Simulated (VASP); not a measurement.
Here is a VASP 6.6.1 calculation.

Contents of INCAR:

```
SYSTEM = KCl
PREC = Accurate ; ENCUT = 520
EDIFF = 1E-8 ; ISMEAR = -1
SIGMA = 0.03 ; LREAL = .False.
LASPH = .True. ; NELM = 80
ALGO = Normal ; ISIF = 2
LWAVE = .False. ; LCHARG = .False.
GGA = CA ; LEFG = .True.
NBANDS = 15
```

Contents of KPOINTS:

```
Automatic mesh
0
Gamma
  7 7 7
  0 0 0
```

POSCAR

```
KCl
1.0
    0.0315610000      3.1718805000      3.1718805000
    3.1718805000      0.0315610000      3.1718805000
    3.1718805000      3.1718805000      0.0315610000
K Cl
1 1
Direct
    0.0000000000      0.0000000000      0.0000000000
    0.5000000000      0.5000000000      0.5000000000
```

Potentials or basis: VASP PAW LDA potentials, release 64 (K_sv, Cl).

Launch:

```sh
$ cat potpaw_LDA.64/K_sv/POTCAR potpaw_LDA.64/Cl/POTCAR > POTCAR
$ mpirun -np 1 vasp_std > vasp.out
```

Q: Estimate the pressure.

A: -2.0 GPa.

Q: Estimate the band gap on the k mesh.

A: 4.71 eV, direct.

Stress tensor (GPa, compression positive):
```
-2.05 -0.07 -0.07
-0.07 -2.05 -0.07
-0.07 -0.07 -2.05
```

Caveat: the cell differs from its parent crystal (equal xy, yz and zx shear strains of +1 %); without QUAD_EFG the Cq values of the log hold for a quadrupole moment of 1 mb, not for the nuclei. A k mesh can miss the band edges.
